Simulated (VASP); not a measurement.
A run of VASP 6.6.1 is set up as follows.

INCAR

```
ALGO     = Normal         # electronic algorithm
EDIFF    = 1E-6           # SCF threshold, eV
ENCUT    = 520            # plane-wave cutoff, eV
GGA      = PE             # functional
ISIF     = 2              # what is computed and relaxed
ISMEAR   = -1             # smearing method
LASPH    = T              # aspherical terms in the spheres
LCHARG   = F              # write CHGCAR
LREAL    = F              # projectors in reciprocal space
LWAVE    = F              # write WAVECAR
NBANDS   = 12             # bands
NELM     = 100            # most SCF steps
PREC     = Accurate       # precision mode
SIGMA    = 0.08           # smearing width, eV
```

KPOINTS

```
k-points
0
Gamma
  17 17 17
```

The input POSCAR:

```
Ta
1.0
   -1.5553491861      1.5553491861      1.5553491861
    1.5553491861     -1.5553491861      1.5553491861
    1.5553491861      1.5553491861     -1.5553491861
Ta
1
Direct
    0.0000000000      0.0000000000      0.0000000000
```

Potentials or basis: VASP PAW PBE potentials, release 64 (Ta_pv).

Command:

```sh
$ cat potpaw_PBE.64/Ta_pv/POTCAR > POTCAR
$ mpirun -np 1 vasp_std > vasp.out
```

**Question.** Predict the pressure.

**Answer.** 55.3 GPa.
